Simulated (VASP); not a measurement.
Set up this calculation in VASP 6.6.1, as the native input.

```yaml
Task: single point
Functional: PBEsol
Potentials_or_basis: VASP PAW PBE potentials, release 64 (Hg, Te)
Cutoff: 500 eV
k_mesh: 4 × 4 × 4
Occupations: methfessel-paxton, width 0.5 eV
Spin: no spin polarisation
Dipole_correction: no
Further_INCAR_settings: ALGO = Normal; EDIFF = 1e-06; NBANDS = 16
```

The structure of HgTe lies in POSCAR:

```
HgTe
1.0
    0.0000000000      3.2891578872      3.2891578872
    3.2891578872      0.0000000000      3.2891578872
    3.2891578872      3.2891578872      0.0000000000
Hg Te
1 1
Direct
    0.0000000000      0.0000000000      0.0000000000
    0.2500000000      0.2500000000      0.2500000000
```

One way to write it, as run:

INCAR

```
SYSTEM = HgTe
  ALGO = Normal
  EDIFF = 1E-6
  ENCUT = 500
  GGA = PS
  GGA_COMPAT = .False.
  ISIF = 2
  ISMEAR = 1
  LASPH = .True.
  LCHARG = .False.
  LREAL = .False.
  LWAVE = .False.
  NBANDS = 16
  NELM = 120
  PREC = Accurate
  SIGMA = 0.5
```

KPOINTS

```
k-points
0
Gamma
  4 4 4
  0 0 0
```

Potentials or basis: VASP PAW PBE potentials, release 64 (Hg, Te).

Run with:

```console
$ cat potpaw_PBE.64/Hg/POTCAR potpaw_PBE.64/Te/POTCAR > POTCAR
$ mpirun -np 1 vasp_std > vasp.out
```

It gave:

```
Pressure               : -0.8 GPa
Band gap on the k mesh : zero (filled and empty bands touch)
```

Caveat: the k points lie up to 0.41 Å⁻¹ apart; so wide a smearing shifts energies and pressures; semilocal functionals underestimate gaps, and a narrow one can read as zero; the PAW data sets were made with another functional, which shifts forces and pressure a little; spin-orbit coupling is left out, which moves the levels of the heavy elements.

Wall time 20 s on 1 thread of Intel Xeon 8259CL, with other jobs on the host, peak memory 0.2 GiB.
